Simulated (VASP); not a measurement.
# RbCl (Fm-3m) in VASP: further runs

The runs below take RbCl through single point, with PBE, LDA.

Program: VASP 6.6.1. These are calculated values, not measurements. Logs are shortened: lines on timing, memory, paths and dates and some standing lists are left out, and cuts for length are marked.

**1. The cell of the first run**

The structure is cubic, space group Fm-3m (No. 225). Conventional cell: a = 6.612 Å, b = 6.612 Å, c = 6.612 Å, α = 90.00°, β = 90.00°, γ = 90.00°. Within 4.3 Å of Rb (site symmetry m-3m) lie 6 Cl at 3.31 Å. Within 4.3 Å of Cl (site symmetry m-3m) lie 6 Rb at 3.31 Å.

**2. Single point, PBE**

Contents of INCAR:

```
PREC     = Accurate       # precision mode
ENCUT    = 500            # plane-wave cutoff, eV
EDIFF    = 1E-6           # SCF threshold, eV
ISMEAR   = 0              # smearing method
SIGMA    = 0.01           # smearing width, eV
LREAL    = F              # projectors in reciprocal space
LASPH    = T              # aspherical terms in the spheres
NELM     = 120            # most SCF steps
ALGO     = Normal         # electronic algorithm
ISIF     = 2              # what is computed and relaxed
LWAVE    = F              # write WAVECAR
LCHARG   = F              # write CHGCAR
GGA      = PE             # functional
NBANDS   = 15             # bands
GGA_COMPAT= F
```

Contents of KPOINTS:

```
regular mesh
0
Gamma
  6 6 6
```

Contents of POSCAR:

```
RbCl
1.0
    0.0000000000      3.3058128186      3.3058128186
    3.3058128186      0.0000000000      3.3058128186
    3.3058128186      3.3058128186      0.0000000000
Rb Cl
1 1
Direct
    0.0000000000      0.0000000000      0.0000000000
    0.5000000000      0.5000000000      0.5000000000
```

Potentials or basis: VASP PAW PBE potentials, release 64 (Rb_sv, Cl).

Command:

```sh
cat potpaw_PBE.64/Rb_sv/POTCAR potpaw_PBE.64/Cl/POTCAR > POTCAR
mpirun -np 1 vasp_std > vasp.out
```

OUTCAR:

```text
PREC = Accurate
   ENCUT = 500
   EDIFF = 1E-6
   ISMEAR = 0
   LREAL = F
   LASPH = T
   NELM = 120
   ISIF = 2
   GGA = PE

 ion  position               nearest neighbor table
   1  0.000  0.000  0.000-   2 3.31   2 3.31   2 3.31   2 3.31   2 3.31   2 3.31
   2  0.500  0.500  0.500-   1 3.31   1 3.31   1 3.31   1 3.31   1 3.31   1 3.31

  LATTYP: Found a face centered cubic cell.
 ALAT       =     6.6116256372

  Lattice vectors:

 A1 = (   0.0000000000,   3.3058128186,   3.3058128186)
 A2 = (   3.3058128186,   0.0000000000,   3.3058128186)
 A3 = (   3.3058128186,   3.3058128186,   0.0000000000)

Analysis of symmetry for initial positions (statically):
=====================================================================
 Subroutine PRICEL returns:
 Original cell was already a primitive cell.

 Routine SETGRP: Setting up the symmetry group for a
 face centered cubic supercell.

 Subroutine GETGRP returns: Found 48 space group operations
 (whereof 48 operations were pure point group operations)
 out of a pool of 48 trial point group operations.

The static configuration has the point symmetry O_h .

Analysis of symmetry for dynamics (positions and initial velocities):
=====================================================================
 Subroutine PRICEL returns:
 Original cell was already a primitive cell.

 Routine SETGRP: Setting up the symmetry group for a
 face centered cubic supercell.

 Subroutine GETGRP returns: Found 48 space group operations
 (whereof 48 operations were pure point group operations)
 out of a pool of 48 trial point group operations.

The dynamic configuration has the point symmetry O_h .

 Subroutine INISYM returns: Found 48 space group operations
 (whereof 48 operations are pure point group operations),
 and found     1 'primitive' translations

----------------------------------------------------------------------------------------

                                     Primitive cell

  volume of cell :      72.2545

  direct lattice vectors                    reciprocal lattice vectors
     0.000000000  3.305812819  3.305812819    -0.151248733  0.151248733  0.151248733
     3.305812819  0.000000000  3.305812819     0.151248733 -0.151248733  0.151248733
     3.305812819  3.305812819  0.000000000     0.151248733  0.151248733 -0.151248733

  length of vectors
     4.675125323  4.675125323  4.675125323     0.261970490  0.261970490  0.261970490

  position of ions in fractional coordinates (direct lattice)
     0.000000000  0.000000000  0.000000000
     0.500000000  0.500000000  0.500000000

  ion indices of the primitive-cell ions
   primitive index   ion index
                 1           1
                 2           2

----------------------------------------------------------------------------------------

 KPOINTS: regular mesh

Automatic generation of k-mesh.
 Grid dimensions read from file:
 generate k-points for:    6    6    6

 Generating k-lattice:

  Cartesian coordinates                     Fractional coordinates (reciprocal lattice)
    -0.025208122  0.025208122  0.025208122     0.166666667  0.000000000  0.000000000
     0.025208122 -0.025208122  0.025208122     0.000000000  0.166666667  0.000000000
     0.025208122  0.025208122 -0.025208122     0.000000000  0.000000000  0.166666667

  Length of vectors
     0.043661748  0.043661748  0.043661748

  Shift w.r.t. Gamma in fractional coordinates (k-lattice)
     0.000000000  0.000000000  0.000000000

 Subroutine IBZKPT returns following result:
 ===========================================

 Found     16 irreducible k-points:

 Following reciprocal coordinates:
            Coordinates               Weight
  0.000000  0.000000  0.000000      1.000000
  0.166667  0.000000  0.000000      8.000000
  0.333333  0.000000  0.000000      8.000000
  0.500000  0.000000  0.000000      4.000000
  0.166667  0.166667  0.000000      6.000000
  0.333333  0.166667  0.000000     24.000000
[... 8 lines left out ...]
 -0.333333  0.333333  0.166667     24.000000
 -0.333333  0.500000  0.166667     12.000000
   k-points           NKPTS =     16   k-points in BZ     NKDIM =     16   number of bands    NBANDS=     15
   number of dos      NEDOS =    301   number of ions     NIONS =      2
   total plane-waves  NPLWV =  46656
   dimension x,y,z NGX =    36 NGY =   36 NGZ =   36
   dimension x,y,z NGXF=    72 NGYF=   72 NGZF=   72
   ions per type =               1   1
   NGX,Y,Z   is equivalent  to a cutoff of  12.80, 12.80, 12.80 a.u.
   NGXF,Y,Z  is equivalent  to a cutoff of  25.60, 25.60, 25.60 a.u.
 SYSTEM =  unknown system
   PREC   = accura    normal or accurate (medium, high low for compatibility)
   ISTART =      0    job   : 0-new  1-cont  2-samecut
   ICHARG =      2    charge: 1-file 2-atom 10-const
   ISPIN  =      1    spin polarized calculation?
   LNONCOLLINEAR =      F non collinear calculations
   LSORBIT =      F    spin-orbit coupling
   LASPH  =      T    aspherical Exc in radial PAW
   ENCUT  =  500.0 eV  36.75 Ry    6.06 a.u.   8.52  8.52  8.52*2*pi/ulx,y,z
   NELM   =    120;   NELMIN=  2; NELMDL= -5     # of ELM steps
   EDIFF  = 0.1E-05   stopping-criterion for ELM
   LREAL  =      F    real-space projection
   EDIFFG = 0.1E-04   stopping-criterion for IOM
   NSW    =      0    number of steps for IOM
   IBRION =     -1    ionic relax: 0-MD 1-quasi-New 2-CG
   NFREE  =      0    steps in history (QN), initial steepest desc. (CG)
   ISIF   =      2    stress and relaxation
   ISYM   =      2    0-nonsym 1-usesym 2-fastsym
   POTIM  = 0.5000    time-step for ionic-motion
   TEBEG  =    0.0;   TEEND  =   0.0 temperature during run
   PSTRESS=    0.0 pullay stress
   NELECT =      16.0000    total number of electrons
   NUPDOWN=      -1.0000    fix difference up-down
   EMIN   =  10.00;   EMAX   =-10.00  energy-range for DOS
   EFERMI =   0.00;   METHOD = LEGACY
   ISMEAR =     0;   SIGMA  =   0.01  broadening in eV -4-tet -1-fermi 0-gaus
   EFERMI_NEDOS =   21; number of points for ismear=-14 and -15
   IALGO  =     38    algorithm
   IMIX   =      4    mixing-type and parameters
     AMIX     =   0.40;   BMIX     =  1.00
     AMIX_MAG =   1.60;   BMIX_MAG =  1.00
  volume/ion in A,a.u.               =      36.13       243.80
  Fermi-wavevector in a.u.,A,eV,Ry     =   0.990436  1.871653 13.346827  0.980964
  Thomas-Fermi vector in A             =   2.122107
   LORBIT       =      0    0 simple, 1 ext, 2 COOP (PROOUT), +10 PAW based schemes
   GGA     = PE    functional components
   LHFCALC =     F    Hartree Fock is set to
   AEXX    =    0.0000 exact exchange contribution
   IVDW    =     0    specifies the selected vdW correction
   LEPSILON=     F    determine dielectric tensor
   LRPA    =     F    only Hartree local field effects (RPA)
 non-spin polarized calculation
 Gauss-broadening in eV      SIGMA  =   0.01
  energy-cutoff  :      500.00
  volume of cell :       72.25
 maximum number of plane-waves:      1853
 NGX is ok and might be reduce to    36
   NGX = 17   NGY = 17   NGZ = 17

 number of electron      16.0000002 magnetization

 Free energy of the ion-electron system (eV)
  ---------------------------------------------------
  ext. energy  EPLUGINS =         0.00000000
  ---------------------------------------------------
  free energy    TOTEN  =        -6.66990362 eV

  energy without entropy =       -6.66990362  energy(sigma->0) =       -6.66990362

 E-fermi :  -1.8385     XC(G=0):  -7.2965

 val. band max:       -1.9291541060   @ k =   0.0000   0.0000   0.0000
 cond. band min:       3.0246314491   @ k =   0.0000   0.0000   0.0000
 fundamental gap:      4.9537855551
 Fermi energy:        -1.8384511881

 k-point     1 :       0.0000    0.0000    0.0000
  band No.  band energies     occupation
      1     -25.8845      2.00000
      2     -13.9151      2.00000
      3      -9.9334      2.00000
      4      -9.9334      2.00000
      5      -9.9334      2.00000
      6      -1.9292      2.00000
      7      -1.9292      2.00000
      8      -1.9292      2.00000
      9       3.0246      0.00000
     10       6.0552      0.00000
     11       6.0552      0.00000
     12       6.0552      0.00000
     13       7.0297      0.00000
     14       7.0297      0.00000
     15      10.1352      0.00000

 k-point     2 :       0.1667    0.0000    0.0000
  band No.  band energies     occupation
      1     -25.8808      2.00000
      2     -13.9297      2.00000
      3      -9.9365      2.00000
      4      -9.9365      2.00000
      5      -9.9275      2.00000
      6      -2.1788      2.00000
      7      -2.0154      2.00000
      8      -2.0154      2.00000
      9       3.6363      0.00000
     10       5.8826      0.00000
     11       6.3951      0.00000
     12       6.3951      0.00000
     13       7.4270      0.00000
     14       7.4270      0.00000
     15      11.1789      0.00000

 k-point     3 :       0.3333    0.0000    0.0000
  band No.  band energies     occupation
      1     -25.8734      2.00000
      2     -13.9587      2.00000
      3      -9.9425      2.00000
      4      -9.9425      2.00000
      5      -9.9160      2.00000
      6      -2.5923      2.00000
      7      -2.1785      2.00000
      8      -2.1785      2.00000
      9       4.9623      0.00000
     10       5.8627      0.00000
     11       7.3311      0.00000
     12       7.3311      0.00000
     13       8.4366      0.00000
     14       8.4366      0.00000
     15      10.8247      0.00000
[... 199 lines left out ...]
 k-point    15 :      -0.3333    0.3333    0.1667
  band No.  band energies     occupation
      1     -25.8664      2.00000
      2     -13.9181      2.00000
      3     -10.0651      2.00000
      4     -10.0586      2.00000
      5      -9.9253      2.00000
      6      -2.4590      2.00000
      7      -2.1937      2.00000
      8      -2.1897      2.00000
      9       5.7487      0.00000
     10       5.8118      0.00000
     11       7.5536      0.00000
     12       7.6288      0.00000
     13       9.0206      0.00000
     14       9.6052      0.00000
     15      10.0345      0.00000

 k-point    16 :      -0.3333    0.5000    0.1667
  band No.  band energies     occupation
      1     -25.8654      2.00000
      2     -13.8915      2.00000
      3     -10.1404      2.00000
      4     -10.0664      2.00000
      5      -9.9498      2.00000
      6      -2.2791      2.00000
      7      -2.2151      2.00000
      8      -2.1079      2.00000
      9       4.9724      0.00000
     10       6.5905      0.00000
     11       6.8120      0.00000
     12       7.8561      0.00000
     13       8.8692      0.00000
     14       9.7608      0.00000
     15      10.2565      0.00000

------------------------ aborting loop because EDIFF is reached ----------------------------------------

  FORCE on cell =-STRESS in cart. coord.  units (eV):
  Direction    XX          YY          ZZ          XY          YZ          ZX
  --------------------------------------------------------------------------------------
  -------------------------------------------------------------------------------------
  Total        0.2757749      0.2757749      0.2757749      0.0000000      0.0000000     -0.0000000
  in kB        6.1150573      6.1150573      6.1150573      0.0000000      0.0000000     -0.0000000
  external PRESSURE =       6.1150573 kB  Pullay stress =       0.0000000 kB

 VOLUME and BASIS-vectors are now :
 -----------------------------------------------------------------------------
  energy-cutoff  :      500.00
  volume of cell :       72.25
      direct lattice vectors                 reciprocal lattice vectors
     0.000000000  3.305812819  3.305812819    -0.151248733  0.151248733  0.151248733
     3.305812819  0.000000000  3.305812819     0.151248733 -0.151248733  0.151248733
     3.305812819  3.305812819  0.000000000     0.151248733  0.151248733 -0.151248733

 POSITION                                       TOTAL-FORCE (eV/Angst)
 -----------------------------------------------------------------------------------
      0.00000      0.00000      0.00000        -0.000000      0.000000      0.000000
      3.30581      3.30581      3.30581         0.000000     -0.000000     -0.000000
 -----------------------------------------------------------------------------------
    total drift:                                0.000000      0.000000      0.000000

  FREE ENERGIE OF THE ION-ELECTRON SYSTEM (eV)
  ---------------------------------------------------
  free  energy   TOTEN  =        -6.6699036150 eV

  energy  without entropy=       -6.6699036150  energy(sigma->0) =       -6.66990362
```

Run time: 15 s. Hardware: 1 thread of Intel Xeon Platinum 8375C at 2.90GHz (Ice Lake), shared host; peak memory 0.2 GiB.

Results:

- Free energy: -6.6699 eV
- Pressure: 0.6 GPa
- Band gap on the k mesh: 4.95 eV, direct

(Part 1 of 2 ends here.)
